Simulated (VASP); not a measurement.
Crystal: Ni.

```
Ni
1.0
     0.00000    1.73757    1.73757
     1.73757    0.00000    1.73757
     1.73757    1.73757    0.00000
Ni
1
Direct
  0.00000 0.00000 0.00000
```

Base run:

| Property | Result |
| --- | --- |
| Program | VASP 6.6.1 |
| Functional | PBE |
| Potentials or basis | VASP PAW PBE potentials, release 64 (Ni) |
| Cutoff | 520 eV |
| k mesh | 13 × 13 × 13 |
| Occupations | gaussian, width 0.015 eV |
| Spin | collinear spin, ferromagnetic start |
| Starting moments | [1.0] μB |

Its results: pressure 7.7 GPa; net moment 0.62 μB per cell; site moments Ni +0.63 μB.

Task: The run is repeated on the same cell with these changes: functional from PBE to revPBE; occupations from gaussian, width 0.015 eV to fermi-dirac, width 0.05 eV. What comes out?

Result: Pressure 12.3 GPa; net moment 0.62 μB per cell; site moments Ni +0.63 μB.

Caveats: the PAW data sets were made with another functional, which shifts forces and pressure a little (some runs).
